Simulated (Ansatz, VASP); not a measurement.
**Bi: VASP beside Ansatz**

```
CELL_PARAMETERS angstrom
-3.01430 3.01430 1.59448
3.01430 -3.01430 1.59448
3.01430 3.01430 -1.59448
ATOMIC_POSITIONS crystal
Bi 0.62500 0.87500 0.75000
Bi 0.37500 0.12500 0.25000
```

Change from the starting cell: volume scaled by 0.85, LAPW.

Alike in both runs: task single point; functional PBE; k mesh 13 × 13 × 13; occupations fermi-dirac, width 0.08 eV; no spin polarisation.

|  | VASP | Ansatz |
| --- | --- | --- |
| version | VASP 6.6.1 | Ansatz 0.2.0 |
| potentials or method | VASP PAW PBE potentials, release 64 (Bi_d), cutoff 520 eV | all-electron LAPW, scalar-relativistic |

|  | VASP | Ansatz | Ansatz less VASP |
| --- | --- | --- | --- |
| pressure (GPa) | 11.3 | 11.4 | +0.11 |

Ansatz ran all-electron here, and VASP with PAW potentials.

Spin-orbit coupling is off throughout.
